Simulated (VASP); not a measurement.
# C: relaxation of shape and atoms at fixed volume with PBE

C:

```xyz
1
Lattice="2.0065 0.0000 0.0000 -1.0032 1.7377 0.0000 0.0000 0.0000 1.5413" Properties=species:S:1:pos:R:3 pbc="T T T"
C     0.0000    0.0000    0.0000
```

```yaml
Program: VASP 6.6.1
Task: relaxation of shape and atoms at fixed volume
Functional: PBE
Potentials_or_basis: VASP PAW PBE potentials, release 64 (C)
Cutoff: 600 eV
k_mesh: 24 × 24 × 22
Occupations: fermi-dirac, width 0.1 eV
Spin: no spin polarisation
Dipole_correction: no
Further_INCAR_settings: ALGO = Normal; EDIFF = 1e-06; IBRION = 2; EDIFFG = -0.005; NSW = 50; ISIF = 4
```

```
Energy gained by relaxing : 11.7 meV/atom
Ionic steps               : 5
Pressure after relaxing   : 12.9 GPa
Band gap on the k mesh    : zero (band 2 reaches 19.65 eV, above the bottom of band 3 at 3.20 eV)
```

Stress tensor (GPa, compression positive):
```
13.00  0.00  0.00
 0.00 13.00  0.00
 0.00  0.00 12.82
```

The path:
```
step  energy change (eV)  largest force (eV/Å)  pressure (GPa)  volume (Å³)
   1              0.0000                0.0000           20.81         5.37
   2             -0.0100                0.0000           14.96         5.37
   3              0.0132                0.0000            6.97         5.37
   4             -0.0117                0.0000           13.09         5.37
   5             -0.0117                0.0000           12.94         5.37
```

Final structure:
```xyz
1
Lattice="1.9812 0.0000 0.0000 -0.9906 1.7158 0.0000 0.0000 0.0000 1.5809" Properties=species:S:1:pos:R:3 pbc="T T T"
C    -0.9906    1.7158    1.5809
```

Levels at points of the mesh, in eV from the Fermi level:
```
           k point  band 1  band 2  band 3  band 4  band 5  band 6
(0.00, 0.00, 0.00)  -22.71    7.42    7.42   16.51   27.14   30.36
(0.50, 0.00, 0.00)  -12.58  -12.05    2.83   17.72   18.94   37.95
(0.00, 0.00, 0.50)  -12.31   -9.15   12.85   12.85   29.24   40.43
(0.50, 0.00, 0.50)   -6.68   -2.79    1.95    9.32   10.24   31.24
```

It took 17 s on 1 thread of Intel(R) Xeon(R) 6975P-C (Granite Rapids), with other jobs on the host, peak memory 0.12 GiB.
